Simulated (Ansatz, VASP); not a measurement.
Hf: VASP beside Ansatz

```
Hf
1.0
     3.19670    0.00000    0.00000
    -1.59835    2.76842    0.00000
     0.00000    0.00000    5.05780
Hf
2
Direct
  0.33333 0.66667 0.25000
  0.66667 0.33333 0.75000
```

Alike in both runs: task relaxation of cell and atoms; functional PBEsol; k mesh 15 × 15 × 8; occupations gaussian, width 0.1 eV; no spin polarisation.

|  | VASP | Ansatz |
| --- | --- | --- |
| version | VASP 6.6.1 | Ansatz 0.2.0 |
| potentials or method | VASP PAW PBE potentials, release 64 (Hf_pv), cutoff 600 eV | scalar-relativistic, plane waves, PAW |
| valence electrons in the cell | 20 | 52 |

|  | VASP | Ansatz | Ansatz less VASP |
| --- | --- | --- | --- |
| gap on the k mesh at the Fermi level, each at its own relaxed structure (eV) | none | none | - |
| relaxed volume (Å³/atom) | 21.54 | 21.61 | +0.069 |
| relaxed cell length with the largest relative difference (Å) | 4.988 | 4.996 | +0.0087 |

VASP's potentials were made for PBE, not for PBEsol. A gap of «none» marks a metal or a gap that the smearing closes. VASP's potentials hold 20 valence electrons a cell and Ansatz's 52, so a difference there can come from the potentials and not from the codes.

Neither program's run includes spin-orbit coupling.
